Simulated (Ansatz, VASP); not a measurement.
# PbO2: VASP beside Ansatz

```
CELL_PARAMETERS angstrom
5.18320 0.00000 0.00000
0.00000 5.18320 0.00000
0.00000 0.00000 3.30677
ATOMIC_POSITIONS crystal
Pb 0.00000 0.00000 0.00000
Pb 0.50000 0.50000 0.50000
O 0.30880 0.30880 0.00000
O 0.19120 0.80880 0.50000
O 0.80880 0.19120 0.50000
O 0.69120 0.69120 0.00000
```

Change from the starting cell: epitaxial_xy strain +4.0%.

Alike in both runs: task single point; functional r2SCAN; k mesh 6 × 6 × 8; occupations fermi-dirac, width 0.02 eV; no spin polarisation.

```csv
,VASP,Ansatz
version,VASP 6.6.1,Ansatz 0.2.0
potentials or method,"VASP PAW PBE potentials, release 64 (Pb_d, O)","plane waves, PAW"
plane-wave cutoff (eV),520,500
valence electrons in the cell,52,52
```

VASP gave:

```
pressure (GPa)                                                : -3.1
traceless stress, the component that is largest in VASP (GPa) : 4.07
rms of the force components (eV/Å)                            : 0.014
```

Q: What did Ansatz give for the same quantities?

A: Pressure (GPa): -3.9; traceless stress, the component that is largest in VASP (GPa): 3.74; rms of the force components (eV/Å): 0.003.

VASP's potentials were made for PBE, not for r2SCAN. Atom by atom the forces differ by 0.018 eV/Å (rms over components). The functional is the same, so the differences come from potentials, cutoffs and numerics.

Spin-orbit coupling is off throughout.
